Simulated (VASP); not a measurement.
# KTaO3 (Pmmm) in VASP: further runs

The runs below take KTaO3 through single point, with PBEsol.

Program: VASP 6.6.1. These are calculated values, not measurements. Logs are shortened: lines on timing, memory, paths and dates and some standing lists are left out, and cuts for length are marked.

**1. The cell of the first run**

Symmetry: Pmmm, No. 47, orthorhombic system. Conventional cell: a = 3.985 Å, b = 4.205 Å, c = 4.583 Å, α = 90.00°, β = 90.00°, γ = 90.00°. K (site symmetry mmm) has 12 O at 2.90 to 3.11 Å and 8 Ta at 3.69 Å within 3.8 Å. Within 2.6 Å of Ta (site symmetry mmm) lie 6 O at 1.99 to 2.29 Å. Within 3.2 Å of O (site symmetry mmm) lie 2 Ta at 2.29 Å and 4 K at 2.90 Å and 8 O at 3.04 to 3.11 Å. Within 2.6 Å of O (site symmetry mmm) lie 2 Ta at 1.99 Å. O (site symmetry mmm) has 2 Ta at 2.10 Å and 4 O at 2.90 Å within 2.9 Å.

**2. Single point, PBEsol (normal strain along x +0.1500, normal strain along z +0.0550)**

Contents of INCAR:

```
ALGO = Normal
EDIFF = 1E-7
ENCUT = 520
GGA = PS
ISIF = 2
ISMEAR = 0
LASPH = True
LCHARG = False
LREAL = False
LWAVE = False
NBANDS = 27
NELM = 100
PREC = Accurate
SIGMA = 0.05
```

Contents of KPOINTS:

```
k-points
0
Gamma
  8 8 8
```

Contents of POSCAR:

```
KTaO3
1.0
    4.5831618048      0.0000000000      0.0000000000
    0.0000000000      3.9853580911      0.0000000000
    0.0000000000      0.0000000000      4.2045527861
K Ta O
1 1 3
Direct
    0.5000000000      0.5000000000      0.5000000000
    0.0000000000      0.0000000000      0.0000000000
    0.5000000000      0.0000000000      0.0000000000
    0.0000000000      0.5000000000      0.0000000000
    0.0000000000      0.0000000000      0.5000000000
```

Potentials or basis: VASP PAW PBE potentials, release 64 (K_sv, Ta_pv, O).

Started as:

```sh
$ cat potpaw_PBE.64/K_sv/POTCAR potpaw_PBE.64/Ta_pv/POTCAR potpaw_PBE.64/O/POTCAR > POTCAR
$ mpirun -np 1 vasp_std > vasp.out
```

OUTCAR:

```text
EDIFF = 1E-7
   ENCUT = 520
   GGA = PS
   ISIF = 2
   ISMEAR = 0
   LASPH = True
   LREAL = False
   NELM = 100
   PREC = Accurate

 ion  position               nearest neighbor table
   1  0.500  0.500  0.500-   2 3.69   2 3.69   2 3.69   2 3.69   2 3.69   2 3.69   2 3.69   2 3.69

   2  0.000  0.000  0.000-   4 1.99   4 1.99   5 2.10   5 2.10   3 2.29   3 2.29   1 3.69   1 3.69
                             1 3.69   1 3.69   1 3.69   1 3.69   1 3.69   1 3.69
   3  0.500  0.000  0.000-   2 2.29   2 2.29
   4  0.000  0.500  0.000-   2 1.99   2 1.99
   5  0.000  0.000  0.500-   2 2.10   2 2.10

  LATTYP: Found a simple orthorhombic cell.
 ALAT       =     3.9853580911
 B/A-ratio  =     1.0550000000
 C/A-ratio  =     1.1500000000

  Lattice vectors:

 A1 = (   0.0000000000,   3.9853580911,   0.0000000000)
 A2 = (   0.0000000000,   0.0000000000,   4.2045527861)
 A3 = (   4.5831618048,   0.0000000000,   0.0000000000)

Analysis of symmetry for initial positions (statically):
=====================================================================
 Subroutine PRICEL returns:
 Original cell was already a primitive cell.

 Routine SETGRP: Setting up the symmetry group for a
 simple orthorhombic supercell.

 Subroutine GETGRP returns: Found  8 space group operations
 (whereof  8 operations were pure point group operations)
 out of a pool of  8 trial point group operations.

The static configuration has the point symmetry D_2h.

Analysis of symmetry for dynamics (positions and initial velocities):
=====================================================================
 Subroutine PRICEL returns:
 Original cell was already a primitive cell.

 Routine SETGRP: Setting up the symmetry group for a
 simple orthorhombic supercell.

 Subroutine GETGRP returns: Found  8 space group operations
 (whereof  8 operations were pure point group operations)
 out of a pool of  8 trial point group operations.

The dynamic configuration has the point symmetry D_2h.

 Subroutine INISYM returns: Found  8 space group operations
 (whereof  8 operations are pure point group operations),
 and found     1 'primitive' translations

----------------------------------------------------------------------------------------

                                     Primitive cell

  volume of cell :      76.7984

  direct lattice vectors                    reciprocal lattice vectors
     4.583161805  0.000000000  0.000000000     0.218189984  0.000000000  0.000000000
     0.000000000  3.985358091  0.000000000     0.000000000  0.250918481  0.000000000
     0.000000000  0.000000000  4.204552786     0.000000000  0.000000000  0.237837423

  length of vectors
     4.583161805  3.985358091  4.204552786     0.218189984  0.250918481  0.237837423

  position of ions in fractional coordinates (direct lattice)
     0.500000000  0.500000000  0.500000000
     0.000000000  0.000000000  0.000000000
     0.500000000  0.000000000  0.000000000
     0.000000000  0.500000000  0.000000000
     0.000000000  0.000000000  0.500000000

  ion indices of the primitive-cell ions
   primitive index   ion index
                 1           1
                 2           2
                 3           3
                 4           4
                 5           5

----------------------------------------------------------------------------------------

 KPOINTS: k-points

Automatic generation of k-mesh.
 Grid dimensions read from file:
 generate k-points for:    8    8    8

 Generating k-lattice:

  Cartesian coordinates                     Fractional coordinates (reciprocal lattice)
     0.027273748  0.000000000  0.000000000     0.125000000  0.000000000  0.000000000
     0.000000000  0.031364810  0.000000000     0.000000000  0.125000000  0.000000000
     0.000000000  0.000000000  0.029729678     0.000000000  0.000000000  0.125000000

  Length of vectors
     0.027273748  0.031364810  0.029729678

  Shift w.r.t. Gamma in fractional coordinates (k-lattice)
     0.000000000  0.000000000  0.000000000

 Subroutine IBZKPT returns following result:
 ===========================================

 Found    125 irreducible k-points:

 Following reciprocal coordinates:
            Coordinates               Weight
  0.000000  0.000000  0.000000      1.000000
  0.125000  0.000000  0.000000      2.000000
  0.250000  0.000000  0.000000      2.000000
  0.375000  0.000000  0.000000      2.000000
  0.500000  0.000000  0.000000      1.000000
  0.000000  0.125000  0.000000      2.000000
[... 16 lines left out ...]
  0.250000  0.500000  0.000000      2.000000
  0.375000  0.500000  0.000000      2.000000
 [... further k-points ...]
   k-points           NKPTS =    125   k-points in BZ     NKDIM =    125   number of bands    NBANDS=     27
   number of dos      NEDOS =    301   number of ions     NIONS =      5
   total plane-waves  NPLWV =  34560
   dimension x,y,z NGX =    36 NGY =   30 NGZ =   32
   dimension x,y,z NGXF=    72 NGYF=   60 NGZF=   64
[... 38 lines left out ...]
   GGA     = PS    functional components
   LHFCALC =     F    Hartree Fock is set to
   AEXX    =    0.0000 exact exchange contribution
   IVDW    =     0    specifies the selected vdW correction
   LEPSILON=     F    determine dielectric tensor
   LRPA    =     F    only Hartree local field effects (RPA)
 non-spin polarized calculation
 Gauss-broadening in eV      SIGMA  =   0.05
  energy-cutoff  :      520.00
  volume of cell :       76.80
 maximum number of plane-waves:      2092
 NGX is ok and might be reduce to    36
   NGX = 17   NGY = 15   NGZ = 15

 number of electron      37.9999992 magnetization

 Free energy of the ion-electron system (eV)
  ---------------------------------------------------
  ext. energy  EPLUGINS =         0.00000000
  ---------------------------------------------------
  free energy    TOTEN  =       -41.33710598 eV

  energy without entropy =      -41.33710598  energy(sigma->0) =      -41.33710598

 E-fermi :   0.8010     XC(G=0): -10.1530

 val. band max:        0.6057449873   @ k =   0.5000   0.5000   0.5000
 cond. band min:       2.0548674605   @ k =   0.0000   0.0000   0.0000
 fundamental gap:      1.4491224732
 Fermi energy:         0.8010183773

 k-point     1 :       0.0000    0.0000    0.0000
  band No.  band energies     occupation
      1     -34.4732      2.00000
      2     -34.4282      2.00000
      3     -34.4154      2.00000
      4     -26.8111      2.00000
      5     -17.0054      2.00000
      6     -16.0523      2.00000
[... 19 lines left out ...]
     26       8.1893      0.00000
     27       8.6894      0.00000

 k-point     2 :       0.1250    0.0000    0.0000
  band No.  band energies     occupation
      1     -34.4731      2.00000
      2     -34.4298      2.00000
      3     -34.4154      2.00000
      4     -26.8103      2.00000
      5     -17.0057      2.00000
      6     -16.0521      2.00000
[... 19 lines left out ...]
     26       8.3018      0.00000
     27       8.7852      0.00000

 k-point     3 :       0.2500    0.0000    0.0000
  band No.  band energies     occupation
      1     -34.4730      2.00000
      2     -34.4337      2.00000
      3     -34.4153      2.00000
      4     -26.8084      2.00000
      5     -17.0067      2.00000
      6     -16.0520      2.00000
[... 19 lines left out ...]
     26       8.5848      0.00000
     27       8.9929      0.00000

 k-point     4 :       0.3750    0.0000    0.0000
  band No.  band energies     occupation
      1     -34.4729      2.00000
      2     -34.4376      2.00000
      3     -34.4151      2.00000
      4     -26.8065      2.00000
      5     -17.0082      2.00000
      6     -16.0526      2.00000
[... 19 lines left out ...]
     26       8.8603      0.00000
     27       9.0344      0.00000
[... 516 lines left out ...]
      4     -26.7935      2.00000
      5     -16.1392      2.00000
      6     -15.7570      2.00000
[... 19 lines left out ...]
     26      10.0833      0.00000
     27      10.5312      0.00000

 k-point    23 :       0.2500    0.5000    0.0000
  band No.  band energies     occupation
      1     -34.5561      2.00000
      2     -34.4304      2.00000
      3     -34.4120      2.00000
      4     -26.7927      2.00000
      5     -16.1175      2.00000
      6     -15.7623      2.00000
[... 19 lines left out ...]
     26      10.2816      0.00000
     27      10.3729      0.00000

 k-point    24 :       0.3750    0.5000    0.0000
  band No.  band energies     occupation
      1     -34.5559      2.00000
      2     -34.4342      2.00000
      3     -34.4119      2.00000
      4     -26.7918      2.00000
      5     -16.0975      2.00000
      6     -15.7676      2.00000
[... 19 lines left out ...]
     26      10.3340      0.00000
     27      10.4992      0.00000

 [... further k-points ...]

------------------------ aborting loop because EDIFF is reached ----------------------------------------

  FORCE on cell =-STRESS in cart. coord.  units (eV):
  Direction    XX          YY          ZZ          XY          YZ          ZX
  --------------------------------------------------------------------------------------
  -------------------------------------------------------------------------------------
  Total      -15.3310408     -4.7979808    -11.0714196      0.0000000      0.0000000      0.0000000
  in kB     -319.8378616   -100.0960036   -230.9731747      0.0000000      0.0000000      0.0000000
  external PRESSURE =    -216.9690133 kB  Pullay stress =       0.0000000 kB

 VOLUME and BASIS-vectors are now :
 -----------------------------------------------------------------------------
  energy-cutoff  :      520.00
  volume of cell :       76.80
      direct lattice vectors                 reciprocal lattice vectors
     4.583161805  0.000000000  0.000000000     0.218189984  0.000000000  0.000000000
     0.000000000  3.985358091  0.000000000     0.000000000  0.250918481  0.000000000
     0.000000000  0.000000000  4.204552786     0.000000000  0.000000000  0.237837423

 POSITION                                       TOTAL-FORCE (eV/Angst)
 -----------------------------------------------------------------------------------
      2.29158      1.99268      2.10228         0.000000      0.000000      0.000000
      0.00000      0.00000      0.00000         0.000000      0.000000      0.000000
      2.29158      0.00000      0.00000         0.000000      0.000000      0.000000
      0.00000      1.99268      0.00000         0.000000      0.000000      0.000000
      0.00000      0.00000      2.10228         0.000000      0.000000      0.000000
 -----------------------------------------------------------------------------------
    total drift:                                0.000000      0.000000     -0.000000

  FREE ENERGIE OF THE ION-ELECTRON SYSTEM (eV)
  ---------------------------------------------------
  free  energy   TOTEN  =       -41.3371059826 eV

  energy  without entropy=      -41.3371059826  energy(sigma->0) =      -41.33710598
```

Run time: 6.7 min. Hardware: 1 thread of AMD EPYC 7R13, shared host; peak memory 0.33 GiB.

What came out:

| Quantity | Value |
| --- | --- |
| Free energy | -41.3371 eV |
| Pressure | -21.7 GPa |
| Band gap on the k mesh | 1.45 eV (least direct gap 1.77 eV) |

Caveat: the cell differs from its parent crystal (normal strain along x +0.1500, normal strain along z +0.0550); the cell stands under tension; the PAW data sets were made with another functional, which shifts forces and pressure a little; spin-orbit coupling is left out, which moves the levels of the heavy elements. A k mesh can miss the band edges.

**3. Single point, PBEsol (normal strain along x +0.1500, normal strain along z +0.1100)**

Contents of INCAR:

```
SYSTEM = KTaO3
  ALGO = Normal
  EDIFF = 1E-7
  ENCUT = 520
  GGA = PS
  ISIF = 2
  ISMEAR = 0
  LASPH = .True.
  LCHARG = .True.
  LELF = .True.
  LREAL = .False.
  LVHAR = .True.
  LWAVE = .False.
  NBANDS = 27
  NELM = 80
  PREC = Accurate
  SIGMA = 0.05
```

Contents of KPOINTS:

```
k-points
0
Gamma
  8 8 8
  0 0 0
```

POSCAR: that of step 2 with these lines changed.

```diff
@@ -4,3 +4,3 @@
     0.0000000000      3.9853580911      0.0000000000
-    0.0000000000      0.0000000000      4.2045527861
+    0.0000000000      0.0000000000      4.4237474811
 K Ta O
```

Potentials or basis: VASP PAW PBE potentials, release 64 (K_sv, Ta_pv, O).

Started as:

```sh
$ cat potpaw_PBE.64/K_sv/POTCAR potpaw_PBE.64/Ta_pv/POTCAR potpaw_PBE.64/O/POTCAR > POTCAR
$ mpirun -np 1 vasp_std > vasp.out
```

It took 7.6 min on 1 thread of AMD EPYC 7R13, shared host; peak memory 0.35 GiB.

Results (log left out):

| Quantity | Value |
| --- | --- |
| Free energy | -40.6580 eV |
| Pressure | -24.9 GPa |
| Band gap on the k mesh | 1.32 eV (least direct gap 1.70 eV) |

Stress tensor (GPa, compression positive):
```
-32.55   0.00   0.00
  0.00 -11.74   0.00
  0.00   0.00 -30.55
```

Levels at points of the mesh, in eV from the valence-band top:
```tsv
k point	band 15	band 16	band 17	band 18	band 19	band 20	band 21	band 22	band 23	band 24
(0.00, 0.00, 0.00)	-1.24	-0.64	-0.64	-0.47	-0.37	1.32	1.43	1.45	3.32	3.88
(0.50, 0.00, 0.00)	-1.48	-1.32	-1.21	-1.19	-0.72	1.50	2.90	2.91	4.09	6.42
(0.00, 0.50, 0.00)	-2.12	-1.54	-0.93	-0.73	-0.60	1.47	3.53	4.23	4.24	4.76
(0.50, 0.50, 0.00)	-1.93	-1.67	-1.13	-1.09	-0.22	2.95	4.25	4.34	4.72	7.85
(0.00, 0.00, 0.50)	-1.93	-1.73	-1.07	-0.99	-0.51	1.48	3.17	3.19	3.57	6.58
(0.50, 0.00, 0.50)	-2.13	-2.12	-1.84	-1.46	-0.06	2.93	3.20	3.81	6.33	7.59
(0.00, 0.50, 0.50)	-2.08	-1.71	-0.83	-0.78	-0.28	3.22	3.80	4.24	4.88	8.61
(0.50, 0.50, 0.50)	-3.80	-2.66	-0.23	-0.12	0.00	3.89	4.76	4.91	7.60	7.67
```

Caveat: the cell differs from its parent crystal (normal strain along x +0.1500, normal strain along z +0.1100); the cell stands under tension; the PAW data sets were made with another functional, which shifts forces and pressure a little; spin-orbit coupling is left out, which moves the levels of the heavy elements.

**4. Single point, PBEsol (normal strain along x -0.0750, normal strain along z +0.0550)**

Contents of INCAR:

```
SYSTEM = KTaO3
PREC = Accurate
ENCUT = 520
EDIFF = 1E-6
ISMEAR = 0
SIGMA = 0.05
LREAL = .False.
LASPH = .True.
NELM = 100
ALGO = Normal
ISIF = 2
LWAVE = .False.
LCHARG = .False.
GGA = PS
NBANDS = 27
```

Contents of KPOINTS:

```
Automatic mesh
0
Gamma
  8 8 8
  0 0 0
```

POSCAR: that of step 3 with these lines changed.

```diff
@@ -2,5 +2,5 @@
 1.0
-    4.5831618048      0.0000000000      0.0000000000
+    3.6864562343      0.0000000000      0.0000000000
     0.0000000000      3.9853580911      0.0000000000
-    0.0000000000      0.0000000000      4.4237474811
+    0.0000000000      0.0000000000      4.2045527861
 K Ta O
```

Started as:

```sh
$ cat potpaw_PBE.64/K_sv/POTCAR potpaw_PBE.64/Ta_pv/POTCAR potpaw_PBE.64/O/POTCAR > POTCAR
$ mpirun -np 1 vasp_std > vasp.out
```

It took 3.5 min on 1 thread of Intel Xeon 8259CL, shared host; peak memory 0.32 GiB.

It converged, with:

- Free energy: -42.1359 eV
- Pressure: 11.7 GPa
- Band gap on the k mesh: 1.92 eV (least direct gap 2.36 eV)

Stress tensor (GPa, compression positive):
```
 45.79   0.00   0.00
  0.00   3.28   0.00
  0.00   0.00 -13.95
```

Levels at points of the mesh, in eV from the valence-band top:
```tsv
k point	band 16	band 17	band 18	band 19	band 20	band 21	band 22	band 23
(0.00, 0.00, 0.00)	-0.85	-0.70	-0.52	-0.44	1.92	2.07	2.12	5.45
(0.50, 0.00, 0.00)	-2.16	-1.50	-0.87	-0.78	2.22	5.98	6.11	6.12
(0.00, 0.50, 0.00)	-1.84	-1.46	-1.03	-0.66	2.22	4.94	4.94	5.99
(0.50, 0.50, 0.00)	-1.62	-1.02	-0.93	-0.24	5.02	6.13	6.40	7.20
(0.00, 0.00, 0.50)	-1.77	-1.77	-1.11	-0.83	2.22	4.30	4.31	7.21
(0.50, 0.00, 0.50)	-1.71	-1.59	-1.49	-0.24	4.39	6.12	6.84	7.65
(0.00, 0.50, 0.50)	-2.35	-2.10	-1.47	-0.12	4.35	4.96	5.84	9.40
(0.50, 0.50, 0.50)	-3.44	-0.18	-0.06	0.00	6.04	6.98	7.32	8.31
```

Caveat: the cell differs from its parent crystal (normal strain along x -0.0750, normal strain along z +0.0550); the cell stands under pressure; the PAW data sets were made with another functional, which shifts forces and pressure a little; spin-orbit coupling is left out, which moves the levels of the heavy elements.

**5. Single point, PBEsol (normal strain along x +0.0750, normal strain along z -0.0550)**

Contents of INCAR:

```
PREC = Accurate
ENCUT = 520
EDIFF = 1E-7
ISMEAR = 0
SIGMA = 0.05
LREAL = F
LASPH = T
NELM = 80
ALGO = Normal
ISIF = 2
LWAVE = F
LCHARG = F
GGA = PS
NBANDS = 27
```

Contents of KPOINTS:

```
regular mesh
0
Gamma
  8 8 8
```

POSCAR: that of step 4 with these lines changed.

```diff
@@ -2,5 +2,5 @@
 1.0
-    3.6864562343      0.0000000000      0.0000000000
+    4.2842599479      0.0000000000      0.0000000000
     0.0000000000      3.9853580911      0.0000000000
-    0.0000000000      0.0000000000      4.2045527861
+    0.0000000000      0.0000000000      3.7661633961
 K Ta O
```

Started as:

```sh
$ cat potpaw_PBE.64/K_sv/POTCAR potpaw_PBE.64/Ta_pv/POTCAR potpaw_PBE.64/O/POTCAR > POTCAR
$ mpirun -np 1 vasp_std > vasp.out
```

It took 4.1 min on 1 thread of Intel Xeon 8259CL, shared host; peak memory 0.33 GiB.

Results (log left out):

- Free energy: -42.3156 eV
- Pressure: 2.3 GPa
- Band gap on the k mesh: 1.85 eV (least direct gap 2.29 eV)

Stress tensor (GPa, compression positive):
```
-20.12   0.00   0.00
  0.00   0.01   0.00
  0.00   0.00  27.10
```

Levels at points of the mesh, in eV from the valence-band top:
| k point | band 17 | band 18 | band 19 | band 20 | band 21 | band 22 |
| --- | --- | --- | --- | --- | --- | --- |
| (0.00, 0.00, 0.00) | -0.73 | -0.49 | -0.44 | 1.85 | 1.95 | 2.02 |
| (0.50, 0.00, 0.00) | -1.64 | -1.15 | -0.95 | 2.11 | 4.01 | 4.02 |
| (0.00, 0.50, 0.00) | -1.35 | -1.01 | -0.67 | 2.10 | 4.83 | 4.84 |
| (0.50, 0.50, 0.00) | -1.96 | -1.70 | -0.13 | 4.06 | 4.85 | 5.62 |
| (0.00, 0.00, 0.50) | -1.38 | -0.89 | -0.75 | 2.10 | 5.48 | 5.65 |
| (0.50, 0.00, 0.50) | -1.68 | -1.60 | -0.22 | 4.09 | 5.66 | 6.32 |
| (0.00, 0.50, 0.50) | -0.93 | -0.86 | -0.25 | 4.90 | 5.67 | 5.83 |
| (0.50, 0.50, 0.50) | -0.21 | -0.04 | 0.00 | 5.78 | 6.44 | 6.91 |

Caveat: the cell differs from its parent crystal (normal strain along x +0.0750, normal strain along z -0.0550); the PAW data sets were made with another functional, which shifts forces and pressure a little; spin-orbit coupling is left out, which moves the levels of the heavy elements. A k mesh can miss the band edges.

**6. Overview**

```tsv
cell	gap on the mesh (eV)	pressure (GPa)
a = 4.583, b = 3.985, c = 4.205 Å, 5 atoms	1.45	-21.7
a = 4.583, b = 3.985, c = 4.424 Å, 5 atoms	1.32	-24.9
a = 3.686, b = 3.985, c = 4.205 Å, 5 atoms	1.92	11.7
a = 4.284, b = 3.985, c = 3.766 Å, 5 atoms	1.85	2.3
```

Alike in all rows: task single point; level PBEsol; potentials or basis VASP PAW PBE potentials, release 64 (K_sv, Ta_pv, O); no spin polarisation; k mesh 8 × 8 × 8; cutoff (eV) 520; smearing gaussian 0.05 eV.

Caveats: the PAW data sets were made with another functional, which shifts forces and pressure a little; spin-orbit coupling is left out, which moves the levels of the heavy elements; the cell stands under tension (at least some runs); the cell stands under pressure (at least some runs).

Total energies depend on the potentials used, so only differences within one code and one set of settings carry meaning.
